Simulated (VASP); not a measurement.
# AgI (P6_3mc) in VASP: notebook, part 2 of 2

VASP 6.6.1.

### Step 3. Single point, LDA (film at in-plane strain +0.005)

INCAR reads:

```
SYSTEM = AgI
  ALGO = Normal
  EDIFF = 1E-6
  ENCUT = 500
  GGA_COMPAT = .FALSE.
  ISIF = 2
  ISMEAR = 0
  LASPH = .TRUE.
  LCHARG = .FALSE.
  LREAL = .FALSE.
  LWAVE = .FALSE.
  NBANDS = 26
  NELM = 120
  PREC = Accurate
  SIGMA = 0.01
```

KPOINTS reads:

```
k-points
0
G
  6 6 4
  0 0 0
```

POSCAR reads:

```
AgI
1.0
    4.5074146399      0.0000000000      0.0000000000
   -2.2537073199      3.9035355835      0.0000000000
    0.0000000000      0.0000000000      7.2962532796
Ag I
2 2
Direct
    0.6666666667      0.3333333333      0.6262258418
    0.3333333333      0.6666666667      0.1262258418
    0.6666666667      0.3333333333      0.0037741582
    0.3333333333      0.6666666667      0.5037741582
```

Potentials or basis: VASP PAW LDA potentials, release 64 (Ag, I).

Run with:

```sh
$ cat potpaw_LDA.64/Ag/POTCAR potpaw_LDA.64/I/POTCAR > POTCAR
$ mpirun -np 1 vasp_std > vasp.out
```

OUTCAR:

```text
SYSTEM = AgI
   EDIFF = 1E-6
   ENCUT = 500
   ISIF = 2
   ISMEAR = 0
   LASPH = .TRUE.
   LREAL = .FALSE.
   NELM = 120
   PREC = Accurate

 ion  position               nearest neighbor table
   1  0.667  0.333  0.626-   4 2.75   4 2.75   4 2.75   3 2.75
   2  0.333  0.667  0.126-   3 2.75   3 2.75   3 2.75   4 2.75
   3  0.667  0.333  0.004-   2 2.75   2 2.75   2 2.75   1 2.75
   4  0.333  0.667  0.504-   1 2.75   1 2.75   1 2.75   2 2.75

  LATTYP: Found a hexagonal cell.
 ALAT       =     4.5074146399
 C/A-ratio  =     1.6187224523

  Lattice vectors:

 A1 = (   4.5074146399,   0.0000000000,   0.0000000000)
 A2 = (  -2.2537073199,   3.9035355835,   0.0000000000)
 A3 = (   0.0000000000,   0.0000000000,   7.2962532796)

Analysis of symmetry for initial positions (statically):
=====================================================================
 Subroutine PRICEL returns:
 Original cell was already a primitive cell.

 Routine SETGRP: Setting up the symmetry group for a
 hexagonal supercell.

 Subroutine GETGRP returns: Found 12 space group operations
 (whereof  6 operations were pure point group operations)
 out of a pool of 24 trial point group operations.

The static configuration has the point symmetry C_3v.
 The point group associated with its full space group is C_6v.

Analysis of symmetry for dynamics (positions and initial velocities):
=====================================================================
 Subroutine PRICEL returns:
 Original cell was already a primitive cell.

 Routine SETGRP: Setting up the symmetry group for a
 hexagonal supercell.

 Subroutine GETGRP returns: Found 12 space group operations
 (whereof  6 operations were pure point group operations)
 out of a pool of 24 trial point group operations.

The dynamic configuration has the point symmetry C_3v.
 The point group associated with its full space group is C_6v.

 Subroutine INISYM returns: Found 12 space group operations
 (whereof  6 operations are pure point group operations),
 and found     1 'primitive' translations

----------------------------------------------------------------------------------------

                                     Primitive cell

  volume of cell :     128.3765

  direct lattice vectors                    reciprocal lattice vectors
     4.507414640  0.000000000  0.000000000     0.221856669  0.128089008  0.000000000
    -2.253707320  3.903535584  0.000000000     0.000000000  0.256178016  0.000000000
     0.000000000  0.000000000  7.296253280     0.000000000  0.000000000  0.137056646

  length of vectors
     4.507414640  4.507414640  7.296253280     0.256178016  0.256178016  0.137056646

  position of ions in fractional coordinates (direct lattice)
     0.666666667  0.333333333  0.626225842
     0.333333333  0.666666667  0.126225842
     0.666666667  0.333333333  0.003774158
     0.333333333  0.666666667  0.503774158

  ion indices of the primitive-cell ions
   primitive index   ion index
                 1           1
                 2           2
                 3           3
                 4           4

----------------------------------------------------------------------------------------

 KPOINTS: k-points

Automatic generation of k-mesh.
 Grid dimensions read from file:
 generate k-points for:    6    6    4

 Generating k-lattice:

  Cartesian coordinates                     Fractional coordinates (reciprocal lattice)
     0.036976112  0.021348168  0.000000000     0.166666667  0.000000000  0.000000000
     0.000000000  0.042696336  0.000000000     0.000000000  0.166666667  0.000000000
     0.000000000  0.000000000  0.034264161     0.000000000  0.000000000  0.250000000

  Length of vectors
     0.042696336  0.042696336  0.034264161

  Shift w.r.t. Gamma in fractional coordinates (k-lattice)
     0.000000000  0.000000000  0.000000000

 Subroutine IBZKPT returns following result:
 ===========================================

 Found     21 irreducible k-points:

 Following reciprocal coordinates:
            Coordinates               Weight
  0.000000  0.000000  0.000000      1.000000
  0.166667 -0.000000  0.000000      6.000000
  0.333333  0.000000  0.000000      6.000000
  0.500000  0.000000  0.000000      3.000000
  0.166667  0.166667  0.000000      6.000000
  0.333333  0.166667  0.000000     12.000000
[... 13 lines left out ...]
  0.333333  0.166667  0.500000     12.000000
  0.333333  0.333333  0.500000      2.000000
   k-points           NKPTS =     21   k-points in BZ     NKDIM =     21   number of bands    NBANDS=     26
   number of dos      NEDOS =    301   number of ions     NIONS =      4
   total plane-waves  NPLWV =  69984
   dimension x,y,z NGX =    36 NGY =   36 NGZ =   54
   dimension x,y,z NGXF=    72 NGYF=   72 NGZF=  108
   ions per type =               2   2
   NGX,Y,Z   is equivalent  to a cutoff of  13.28, 13.28, 12.30 a.u.
   NGXF,Y,Z  is equivalent  to a cutoff of  26.56, 26.56, 24.61 a.u.
 SYSTEM =  AgI
   PREC   = accura    normal or accurate (medium, high low for compatibility)
   ISTART =      0    job   : 0-new  1-cont  2-samecut
   ICHARG =      2    charge: 1-file 2-atom 10-const
   ISPIN  =      1    spin polarized calculation?
   LNONCOLLINEAR =      F non collinear calculations
   LSORBIT =      F    spin-orbit coupling
   LASPH  =      T    aspherical Exc in radial PAW
   ENCUT  =  500.0 eV  36.75 Ry    6.06 a.u.   8.22  8.22 13.30*2*pi/ulx,y,z
   NELM   =    120;   NELMIN=  2; NELMDL= -5     # of ELM steps
   EDIFF  = 0.1E-05   stopping-criterion for ELM
   LREAL  =      F    real-space projection
[... 7 lines left out ...]
   TEBEG  =    0.0;   TEEND  =   0.0 temperature during run
   PSTRESS=    0.0 pullay stress
   NELECT =      36.0000    total number of electrons
   NUPDOWN=      -1.0000    fix difference up-down
   EMIN   =  10.00;   EMAX   =-10.00  energy-range for DOS
   EFERMI =   0.00;   METHOD = LEGACY
   ISMEAR =     0;   SIGMA  =   0.01  broadening in eV -4-tet -1-fermi 0-gaus
   EFERMI_NEDOS =   21; number of points for ismear=-14 and -15
   IALGO  =     38    algorithm
   IMIX   =      4    mixing-type and parameters
     AMIX     =   0.40;   BMIX     =  1.00
     AMIX_MAG =   1.60;   BMIX_MAG =  1.00
  volume/ion in A,a.u.               =      32.09       216.58
  Fermi-wavevector in a.u.,A,eV,Ry     =   1.071553  2.024942 15.622572  1.148227
  Thomas-Fermi vector in A             =   2.207297
   LORBIT       =      0    0 simple, 1 ext, 2 COOP (PROOUT), +10 PAW based schemes
   GGA     = CA    functional components
   LHFCALC =     F    Hartree Fock is set to
   AEXX    =    0.0000 exact exchange contribution
   IVDW    =     0    specifies the selected vdW correction
   LEPSILON=     F    determine dielectric tensor
   LRPA    =     F    only Hartree local field effects (RPA)
 non-spin polarized calculation
 Gauss-broadening in eV      SIGMA  =   0.01
  energy-cutoff  :      500.00
  volume of cell :      128.38
 maximum number of plane-waves:      3297
 NGX is ok and might be reduce to    36
   NGX = 17   NGY = 17   NGZ = 27

 number of electron      36.0000000 magnetization

 Free energy of the ion-electron system (eV)
  ---------------------------------------------------
  ext. energy  EPLUGINS =         0.00000000
  ---------------------------------------------------
  free energy    TOTEN  =       -12.24428786 eV

  energy without entropy =      -12.24428786  energy(sigma->0) =      -12.24428786

 E-fermi :   3.7318     XC(G=0):  -9.1392

 val. band max:        3.6675502321   @ k =   0.0000   0.0000   0.0000
 cond. band min:       4.8017534022   @ k =   0.0000   0.0000   0.0000
 fundamental gap:      1.1342031701
 Fermi energy:         3.7317964195

 k-point     1 :       0.0000    0.0000    0.0000
  band No.  band energies     occupation
      1      -9.5684      2.00000
      2      -9.2063      2.00000
      3      -0.9853      2.00000
      4      -0.9853      2.00000
      5      -0.9590      2.00000
      6      -0.9517      2.00000
[... 18 lines left out ...]
     25      10.1466      0.00000
     26      10.9916      0.00000
[... 557 lines left out ...]
      4      -1.0380      2.00000
      5      -0.8077      2.00000
      6      -0.8077      2.00000
[... 18 lines left out ...]
     25      11.6931      0.00000
     26      11.6931      0.00000

------------------------ aborting loop because EDIFF is reached ----------------------------------------

  FORCE on cell =-STRESS in cart. coord.  units (eV):
  Direction    XX          YY          ZZ          XY          YZ          ZX
  --------------------------------------------------------------------------------------
  -------------------------------------------------------------------------------------
  Total       -0.1719680     -0.1719680      0.0200700     -0.0000000      0.0000000      0.0000000
  in kB       -2.1462120     -2.1462120      0.2504796     -0.0000000      0.0000000      0.0000000
  external PRESSURE =      -1.3473148 kB  Pullay stress =       0.0000000 kB

 VOLUME and BASIS-vectors are now :
 -----------------------------------------------------------------------------
  energy-cutoff  :      500.00
  volume of cell :      128.38
      direct lattice vectors                 reciprocal lattice vectors
     4.507414640  0.000000000  0.000000000     0.221856669  0.128089008  0.000000000
    -2.253707320  3.903535584  0.000000000     0.000000000  0.256178016  0.000000000
     0.000000000  0.000000000  7.296253280     0.000000000  0.000000000  0.137056646

 POSITION                                       TOTAL-FORCE (eV/Angst)
 -----------------------------------------------------------------------------------
      2.25371      1.30118      4.56910         0.000000     -0.000000     -0.000645
     -0.00000      2.60236      0.92098        -0.000000      0.000000     -0.000645
      2.25371      1.30118      0.02754         0.000000     -0.000000      0.000645
     -0.00000      2.60236      3.67566        -0.000000      0.000000      0.000645
 -----------------------------------------------------------------------------------
    total drift:                               -0.000000      0.000000     -0.001006

  FREE ENERGIE OF THE ION-ELECTRON SYSTEM (eV)
  ---------------------------------------------------
  free  energy   TOTEN  =       -12.2442878563 eV

  energy  without entropy=      -12.2442878563  energy(sigma->0) =      -12.24428786
```

Run time: 79 s. Hardware: 1 thread of Intel Xeon 8259CL, shared host; peak memory 0.24 GiB.

Results:

```yaml
Free_energy: -12.2443 eV
Pressure: -0.1 GPa
Band_gap_on_the_k_mesh: 1.13 eV
```

Stress tensor (GPa, compression positive):
```
-0.21  0.00  0.00
 0.00 -0.21  0.00
 0.00  0.00  0.03
```

Caveat: the cell differs from its parent crystal (film at in-plane strain +0.005); spin-orbit coupling is left out, which moves the levels of the heavy elements.

### Step 4. Single point, LDA (in-plane strain +0.01, then relaxed in part)

INCAR reads:

```
SYSTEM = AgI
  ALGO = Normal
  EDIFF = 1E-6
  ENCUT = 500
  GGA_COMPAT = .False.
  ISIF = 2
  ISMEAR = 0
  LASPH = .True.
  LCHARG = .False.
  LREAL = .False.
  LWAVE = .False.
  NBANDS = 26
  NELM = 120
  PREC = Accurate
  SIGMA = 0.01
```

KPOINTS reads:

```
k-points
0
Gamma
  6 6 4
  0 0 0
```

POSCAR reads:

```
AgI
1.0
    4.5298395883      0.0000000000      0.0000000000
   -2.2649197942      3.9229561586      0.0000000000
    0.0000000000      0.0000000000      7.2516722323
Ag I
2 2
Direct
    0.6666666667      0.3333333333      0.6247018305
    0.3333333333      0.6666666667      0.1247018305
    0.6666666667      0.3333333333      0.0052981695
    0.3333333333      0.6666666667      0.5052981695
```

Run with:

```sh
$ cat potpaw_LDA.64/Ag/POTCAR potpaw_LDA.64/I/POTCAR > POTCAR
$ mpirun -np 1 vasp_std > vasp.out
```

Run time: 82 s. Hardware: 1 thread of Intel Xeon 8259CL, shared host; peak memory 0.23 GiB.

The run converged. Its results:

```yaml
Free_energy: -12.2416 eV
Pressure: -0.3 GPa
Band_gap_on_the_k_mesh: 1.14 eV
```

Stress tensor (GPa, compression positive):
```
-0.45  0.00  0.00
 0.00 -0.45  0.00
 0.00  0.00  0.04
```

Levels at points of the mesh, in eV from the valence-band top:
| k point | band 16 | band 17 | band 18 | band 19 | band 20 | band 21 |
| --- | --- | --- | --- | --- | --- | --- |
| (0.00, 0.00, 0.00) | -0.08 | 0.00 | 0.00 | 1.14 | 2.28 | 5.45 |
| (0.50, 0.00, 0.00) | -2.06 | -1.17 | -0.86 | 3.23 | 3.26 | 4.61 |
| (0.00, 0.00, 0.50) | -0.43 | -0.43 | -0.43 | 2.45 | 2.45 | 5.49 |
| (0.50, 0.00, 0.50) | -1.45 | -1.33 | -1.33 | 3.06 | 3.06 | 4.64 |

Caveat: the cell differs from its parent crystal (in-plane strain +0.01, then relaxed in part); spin-orbit coupling is left out, which moves the levels of the heavy elements.

### Step 5. Single point, LDA (in-plane strain +0.01)

INCAR reads:

```
ALGO = Normal ; EDIFF = 1E-6
ENCUT = 500 ; GGA = CA
GGA_COMPAT = False ; ISIF = 2
ISMEAR = 0 ; LASPH = True
LCHARG = False ; LREAL = False
LWAVE = False ; NBANDS = 26
NELM = 120 ; PREC = Accurate
SIGMA = 0.01
```

KPOINTS reads:

```
k-points
0
Gamma
  6 6 4
```

POSCAR reads:

```
AgI
1.0
    4.5298395883      0.0000000000      0.0000000000
   -2.2649197942      3.9229561586      0.0000000000
    0.0000000000      0.0000000000      7.2965310663
Ag I
2 2
Direct
    0.6666666667      0.3333333333      0.6277265145
    0.3333333333      0.6666666667      0.1277265145
    0.6666666667      0.3333333333      0.0022734855
    0.3333333333      0.6666666667      0.5022734855
```

Potentials or basis: VASP PAW LDA potentials, release 64 (Ag, I).

Run with:

```sh
$ cat potpaw_LDA.64/Ag/POTCAR potpaw_LDA.64/I/POTCAR > POTCAR
$ mpirun -np 1 vasp_std > vasp.out
```

OUTCAR:

```text
EDIFF = 1E-6
   ENCUT = 500
   GGA = CA
   ISIF = 2
   ISMEAR = 0
   LASPH = True
   LREAL = False
   NELM = 120
   PREC = Accurate

 ion  position               nearest neighbor table
   1  0.667  0.333  0.628-   3 2.73   4 2.77   4 2.77   4 2.77
   2  0.333  0.667  0.128-   4 2.73   3 2.77   3 2.77   3 2.77
   3  0.667  0.333  0.002-   1 2.73   2 2.77   2 2.77   2 2.77
   4  0.333  0.667  0.502-   2 2.73   1 2.77   1 2.77   1 2.77

  LATTYP: Found a hexagonal cell.
[... 804 lines left out ...]
  FORCE on cell =-STRESS in cart. coord.  units (eV):
  Direction    XX          YY          ZZ          XY          YZ          ZX
  --------------------------------------------------------------------------------------
  -------------------------------------------------------------------------------------
  Total       -0.6884202     -0.6884202      0.1505217      0.0000000      0.0000000      0.0000000
  in kB       -8.5065106     -8.5065106      1.8599318      0.0000000      0.0000000      0.0000000
  external PRESSURE =      -5.0510298 kB  Pullay stress =       0.0000000 kB

 VOLUME and BASIS-vectors are now :
 -----------------------------------------------------------------------------
  energy-cutoff  :      500.00
  volume of cell :      129.66
      direct lattice vectors                 reciprocal lattice vectors
     4.529839588  0.000000000  0.000000000     0.220758369  0.127454904  0.000000000
    -2.264919794  3.922956159  0.000000000     0.000000000  0.254909808  0.000000000
     0.000000000  0.000000000  7.296531066     0.000000000  0.000000000  0.137051428

 POSITION                                       TOTAL-FORCE (eV/Angst)
 -----------------------------------------------------------------------------------
      2.26492      1.30765      4.58023         0.000000     -0.000000     -0.094787
     -0.00000      2.61530      0.93196        -0.000000      0.000000     -0.094787
      2.26492      1.30765      0.01659        -0.000000      0.000000      0.094787
     -0.00000      2.61530      3.66485         0.000000     -0.000000      0.094787
 -----------------------------------------------------------------------------------
    total drift:                               -0.000000     -0.000000     -0.000201

  FREE ENERGIE OF THE ION-ELECTRON SYSTEM (eV)
  ---------------------------------------------------
  free  energy   TOTEN  =       -12.2380713444 eV

  energy  without entropy=      -12.2380713444  energy(sigma->0) =      -12.23807134
```

stdout:

```text
POSCAR found type information on POSCAR AgI
 POSCAR found :  2 types and       4 ions
 scaLAPACK will be used
 LDA part: xc-table for (Slater(with rela. corr.)+CA(PZ))
 , standard interpolation
 POSCAR, INCAR and KPOINTS ok, starting setup
 FFT: planning ... GRIDC
 FFT: planning ... GRID_SOFT
 FFT: planning ... GRID
 WAVECAR not read
 entering main loop
```

Run time: 73 s. Hardware: 1 thread of Intel Xeon 8259CL, shared host; peak memory 0.24 GiB.

Results:

```
Free energy            : -12.2381 eV
Pressure               : -0.5 GPa
Largest force          : 0.095 eV/Å
Band gap on the k mesh : 1.14 eV
```

Forces in eV/Å, atoms in the order of the input:
```
Ag   0.000  0.000 -0.095
Ag   0.000  0.000 -0.095
I    0.000  0.000  0.095
I    0.000  0.000  0.095
```

Levels at points of the mesh, in eV from the valence-band top:
| k point | band 16 | band 17 | band 18 | band 19 | band 20 | band 21 |
| --- | --- | --- | --- | --- | --- | --- |
| (0.00, 0.00, 0.00) | -0.04 | 0.00 | 0.00 | 1.14 | 2.37 | 5.49 |
| (0.50, 0.00, 0.00) | -2.04 | -1.16 | -0.79 | 3.22 | 3.32 | 4.61 |
| (0.00, 0.00, 0.50) | -0.44 | -0.44 | -0.44 | 2.48 | 2.48 | 5.52 |
| (0.50, 0.00, 0.50) | -1.41 | -1.34 | -1.34 | 3.05 | 3.05 | 4.69 |

Caveat: the cell differs from its parent crystal (in-plane strain +0.01); spin-orbit coupling is left out, which moves the levels of the heavy elements.

### Step 6. Single point, LDA (film at in-plane strain +0.01)

INCAR reads:

```
SYSTEM = AgI
PREC = Accurate
ENCUT = 500
EDIFF = 1E-6
ISMEAR = 0
SIGMA = 0.01
LREAL = .FALSE.
LASPH = .TRUE.
NELM = 120
ALGO = Normal
ISIF = 2
LWAVE = .FALSE.
LCHARG = .FALSE.
GGA = CA
NBANDS = 26
GGA_COMPAT = .FALSE.
```

KPOINTS reads:

```
regular mesh
0
G
  6 6 4
  0 0 0
```

POSCAR reads:

```
AgI
1.0
    4.5298395883      0.0000000000      0.0000000000
   -2.2649197942      3.9229561586      0.0000000000
    0.0000000000      0.0000000000      7.2516722323
Ag I
2 2
Direct
    0.6666666667      0.3333333333      0.6247018305
    0.3333333333      0.6666666667      0.1247018305
    0.6666666667      0.3333333333      0.0052981695
    0.3333333333      0.6666666667      0.5052981695
```

Potentials or basis: VASP PAW LDA potentials, release 64 (Ag, I).

Run with:

```sh
$ cat potpaw_LDA.64/Ag/POTCAR potpaw_LDA.64/I/POTCAR > POTCAR
$ mpirun -np 1 vasp_std > vasp.out
```

Wall time 85 s (1 thread of Intel Xeon 8259CL, shared host); peak memory 0.23 GiB.

Results (log left out):

| Property | Result |
| --- | --- |
| Free energy | -12.2416 eV |
| Pressure | -0.3 GPa |
| Band gap on the k mesh | 1.14 eV |

Stress tensor (GPa, compression positive):
```
-0.45  0.00  0.00
 0.00 -0.45  0.00
 0.00  0.00  0.04
```

Levels at points of the mesh, in eV from the valence-band top:
| k point | band 14 | band 15 | band 16 | band 17 | band 18 | band 19 | band 20 | band 21 | band 22 | band 23 |
| --- | --- | --- | --- | --- | --- | --- | --- | --- | --- | --- |
| (0.00, 0.00, 0.00) | -0.82 | -0.82 | -0.08 | 0.00 | 0.00 | 1.14 | 2.28 | 5.45 | 5.45 | 5.87 |
| (0.50, 0.00, 0.00) | -2.96 | -2.46 | -2.06 | -1.17 | -0.86 | 3.23 | 3.26 | 4.61 | 5.96 | 6.10 |
| (0.00, 0.00, 0.50) | -1.85 | -0.43 | -0.43 | -0.43 | -0.43 | 2.45 | 2.45 | 5.49 | 5.49 | 5.78 |
| (0.50, 0.00, 0.50) | -3.12 | -1.45 | -1.45 | -1.33 | -1.33 | 3.06 | 3.06 | 4.64 | 4.64 | 7.25 |

Caveat: the cell differs from its parent crystal (film at in-plane strain +0.01); spin-orbit coupling is left out, which moves the levels of the heavy elements.

### Step 7. Summary

```csv
cell,gap on the mesh (eV),pressure (GPa),largest force (eV/Å)
"a = 4.507, b = 4.507, c = 7.319 Å, angles 90.0, 90.0, 120.0°, 4 atoms, atomic positions A",1.14,-0.3,0.05
"a = 4.507, b = 4.507, c = 7.296 Å, angles 90.0, 90.0, 120.0°, 4 atoms, atomic positions B",1.13,-0.1,-
"a = 4.530, b = 4.530, c = 7.252 Å, angles 90.0, 90.0, 120.0°, 4 atoms, atomic positions C",1.14,-0.3,-
"a = 4.530, b = 4.530, c = 7.297 Å, angles 90.0, 90.0, 120.0°, 4 atoms, atomic positions A",1.14,-0.5,0.09
```

Alike in all rows: task single point; level LDA; potentials or basis VASP PAW LDA potentials, release 64 (Ag, I); no spin polarisation; k mesh 6 × 6 × 4; cutoff (eV) 500; smearing gaussian 0.01 eV.

Caveats: spin-orbit coupling is left out, which moves the levels of the heavy elements.

Total energies depend on the potentials used, so only differences within one code and one set of settings carry meaning.
